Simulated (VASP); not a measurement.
# Be4S in VASP: notebook, part 2 of 2

VASP 6.6.1. Earlier steps stand in the parts before.

## 3. Single point, PBE

Contents of INCAR:

```
SYSTEM = Be4S
PREC = Accurate ; ENCUT = 520
EDIFF = 1E-7 ; ISMEAR = 0
SIGMA = 0.2 ; LREAL = .False.
LASPH = .True. ; NELM = 100
ALGO = Normal ; ISIF = 2
LWAVE = .False. ; LCHARG = .False.
GGA = PE ; NBANDS = 25
```

Contents of KPOINTS:

```
regular mesh
0
Gamma
  6 6 4
  0 0 0
```

Contents of POSCAR:

```
Be4S
1.0
    3.6453500710      0.0446679001     -0.0217553521
   -1.8204292076     -0.6948467748     -3.0661397956
    0.0165325599      9.3723508722     -1.7914997098
Be S
8 2
Direct
    0.6213881315      0.0852514356     -0.0501684092
   -0.0210515615     -0.2360569911      0.4498365263
    0.4136278689      0.2577465217      0.7443598516
    0.5245931105     -0.1720752245      0.2918106810
    0.7441098998     -0.0695023181      0.7354633837
    0.1861050126      0.1443846375      0.2443969150
    0.0753397516      0.6028522080      0.7916406996
    0.8557365664      0.4867139742      0.2354774188
    0.9673362391      0.7838364198      1.0285764517
    0.6328149811      0.1168493368      0.5286064816
```

Potentials or basis: VASP PAW PBE potentials, release 64 (Be, S).

Started as:

```bash
$ cat potpaw_PBE.64/Be/POTCAR potpaw_PBE.64/S/POTCAR > POTCAR
$ mpirun -np 1 vasp_std > vasp.out
```

OUTCAR:

```text
SYSTEM = Be4S
   PREC = Accurate
   ENCUT = 520
   EDIFF = 1E-7
   ISMEAR = 0
   LREAL = .False.
   LASPH = .True.
   NELM = 100
   ISIF = 2
   GGA = PE

 ion  position               nearest neighbor table
   1  0.621  0.085  0.950-   9 2.19   9 2.20   5 2.20   9 2.31   3 2.32   7 2.36
   2  0.979  0.764  0.450-  10 2.19  10 2.20   8 2.20  10 2.31   6 2.32   4 2.36
   3  0.414  0.258  0.744-   5 2.07   5 2.12   5 2.12   7 2.12   7 2.14   7 2.19   1 2.32  10 2.33

   4  0.525  0.828  0.292-   6 2.12   6 2.14   8 2.16   8 2.17   8 2.18   6 2.19   2 2.36  10 2.42
[... 9 lines left out ...]
   9  0.967  0.784  0.029-   1 2.19   1 2.20   8 2.21   1 2.31   6 2.33   7 2.42
  10  0.633  0.117  0.529-   2 2.19   2 2.20   5 2.21   2 2.31   3 2.33   4 2.42

  LATTYP: Found a triclinic cell.
 ALAT       =     3.6452935643
 B/A-ratio  =     1.7341337419
 C/A-ratio  =     2.6176353595
 COS(alpha) =     0.0002268884
 COS(beta)  =     0.0152822339
 COS(gamma) =     0.8670043698

  Lattice vectors:

 A1 = (   1.8249208634,  -0.6501788747,  -3.0878951477)
 A2 = (   5.4702709344,  -0.6055109746,  -3.1096504998)
 A3 = (  -0.0165325599,  -9.3723508722,   1.7914997098)
[... 194 lines left out ...]
 cond. band min:       6.3633892754   @ k =   0.1667  -0.0000   0.0000
 fundamental gap:      0.1353829600
 Fermi energy:         6.3214928535

 k-point     1 :       0.0000    0.0000    0.0000
  band No.  band energies     occupation
      1      -9.2459      2.00000
      2      -9.1278      2.00000
      3      -3.3274      2.00000
      4      -1.2413      2.00000
      5      -0.7008      2.00000
      6       2.4130      2.00000
[... 661 lines left out ...]
     24      13.3294      0.00000
     25      13.7106      0.00000

 [... further k-points ...]
[... 5 lines left out ...]
  --------------------------------------------------------------------------------------
  -------------------------------------------------------------------------------------
  Total        0.0663801      0.0748689      0.0751341     -0.0001655     -0.0040175     -0.0093786
  in kB        0.9711071      1.0952940      1.0991732     -0.0024212     -0.0587735     -0.1372041
  external PRESSURE =       1.0551914 kB  Pullay stress =       0.0000000 kB

 VOLUME and BASIS-vectors are now :
 -----------------------------------------------------------------------------
  energy-cutoff  :      520.00
  volume of cell :      109.52
      direct lattice vectors                 reciprocal lattice vectors
     3.645350071  0.044667900 -0.021755352     0.273763513 -0.030241788 -0.155685559
    -1.820429208 -0.694846775 -3.066139796    -0.001131115 -0.059628045 -0.311958552
     0.016532560  9.372350872 -1.791499710    -0.001388594  0.102420246 -0.022385979

 POSITION                                       TOTAL-FORCE (eV/Angst)
 -----------------------------------------------------------------------------------
      2.12569      8.87067     -1.97653         0.003157      0.008494     -0.004824
      2.18534      3.72893     -3.16954        -0.007517      0.007593     -0.002041
      1.05092      6.81578     -2.13281        -0.009733     -0.007043     -0.004733
      0.40997      2.18310     -3.07272        -0.001465     -0.003448      0.004733
      1.03080      6.27971     -4.18681         0.008018     -0.004610      0.006281
      0.41962      2.19856     -0.88459         0.002384     -0.006377     -0.011976
     -0.80972      7.00401     -3.26829         0.003168     -0.001041      0.000130
      2.23732      1.90701     -1.93281        -0.000171     -0.003110      0.012477
      2.09983     -0.23361     -2.47559        -0.002583      0.004377     -0.000312
      2.10286      4.90136     -1.31904         0.004742      0.005166      0.000265
 -----------------------------------------------------------------------------------
    total drift:                                0.000100      0.000080      0.000065

  FREE ENERGIE OF THE ION-ELECTRON SYSTEM (eV)
  ---------------------------------------------------
  free  energy   TOTEN  =       -38.2911592925 eV

  energy  without entropy=      -38.2759753290  energy(sigma->0) =      -38.28356731
```

OSZICAR:

```text
N       E                     dE             d eps       ncg     rms          rms(c)
DAV:   1     0.602187072097E+02    0.60219E+02   -0.11240E+04  3800   0.954E+02
DAV:   2    -0.348571002752E+02   -0.95076E+02   -0.88901E+02  4850   0.169E+02
DAV:   3    -0.413086302214E+02   -0.64515E+01   -0.63396E+01  5264   0.417E+01
DAV:   4    -0.414155843558E+02   -0.10695E+00   -0.10677E+00  4814   0.597E+00
DAV:   5    -0.414174071924E+02   -0.18228E-02   -0.18223E-02  5364   0.801E-01    0.110E+01
DAV:   6    -0.388191025736E+02    0.25983E+01   -0.22459E+00  4851   0.978E+00    0.634E+00
DAV:   7    -0.383056134523E+02    0.51349E+00   -0.27757E+00  5284   0.789E+00    0.245E+00
DAV:   8    -0.382972074420E+02    0.84060E-02   -0.34932E-01  4602   0.296E+00    0.154E+00
DAV:   9    -0.382920710946E+02    0.51363E-02   -0.31937E-02  5230   0.816E-01    0.726E-01
DAV:  10    -0.382916392053E+02    0.43189E-03   -0.43769E-03  4941   0.326E-01    0.271E-01
DAV:  11    -0.382913531590E+02    0.28605E-03   -0.35205E-04  5334   0.963E-02    0.174E-01
DAV:  12    -0.382911573265E+02    0.19583E-03   -0.74514E-04  4882   0.113E-01    0.297E-02
DAV:  13    -0.382911591443E+02   -0.18177E-05   -0.48789E-05  4645   0.364E-02    0.246E-02
DAV:  14    -0.382911610533E+02   -0.19091E-05   -0.13470E-05  4956   0.158E-02    0.145E-02
DAV:  15    -0.382911592526E+02    0.18008E-05   -0.51363E-06  4608   0.103E-02    0.441E-03
DAV:  16    -0.382911592925E+02   -0.39961E-07   -0.61164E-07  5040   0.392E-03
   1 F= -.38291159E+02 E0= -.38283567E+02  d E =-.151840E-01
```

stdout:

```text
POSCAR found type information on POSCAR BeS
 POSCAR found :  2 types and      10 ions
 scaLAPACK will be used
 LDA part: xc-table for (Slater+PW92), standard interpolation
 POSCAR, INCAR and KPOINTS ok, starting setup
 FFT: planning ... GRIDC
 FFT: planning ... GRID_SOFT
 FFT: planning ... GRID
 WAVECAR not read
 entering main loop
```

It took 99 s on 1 thread of Intel Xeon 6975P-C (Granite Rapids), shared host; peak memory 0.31 GiB.

Results:

```yaml
Free_energy: -38.2912 eV
Pressure: 0.1 GPa
Largest_force: 0.014 eV/Å
Band_gap_on_the_k_mesh: zero (band 14 reaches 7.25 eV, above the bottom of band 15 at 6.19 eV)
```

Forces in eV/Å, atoms in the order of the input:
```
Be   0.003  0.008 -0.005
Be  -0.008  0.008 -0.002
Be  -0.010 -0.007 -0.005
Be  -0.001 -0.003  0.005
Be   0.008 -0.005  0.006
Be   0.002 -0.006 -0.012
Be   0.003 -0.001  0.000
Be   0.000 -0.003  0.012
S   -0.003  0.004  0.000
S    0.005  0.005  0.000
```

Levels at points of the mesh, in eV from the Fermi level:
```csv
k point,band 10,band 11,band 12,band 13,band 14,band 15,band 16,band 17,band 18,band 19
"(0.00, 0.00, 0.00)",-2.62,-1.38,-0.29,0.48,0.84,0.99,1.39,1.54,1.68,1.79
"(0.50, 0.00, 0.00)",-4.35,-3.83,-3.56,-2.37,-1.92,1.04,1.29,2.25,2.32,3.27
"(0.00, 0.50, 0.00)",-4.47,-3.80,-3.24,-2.21,-1.68,0.78,0.87,1.40,2.67,2.93
"(0.50, 0.50, 0.00)",-4.47,-3.80,-3.24,-2.20,-1.68,0.78,0.87,1.40,2.67,2.93
"(0.00, 0.00, 0.50)",-3.69,-0.55,-0.55,0.76,0.76,1.32,1.32,1.67,1.67,2.53
"(0.50, 0.00, 0.50)",-4.85,-2.99,-2.99,-2.08,-2.08,0.59,0.59,2.51,2.51,2.66
"(0.00, 0.50, 0.50)",-4.86,-3.02,-2.75,-2.03,-1.69,-0.09,0.57,1.71,2.25,2.76
"(0.50, 0.50, 0.50)",-4.86,-3.02,-2.75,-2.03,-1.69,-0.09,0.57,1.71,2.26,2.75
```
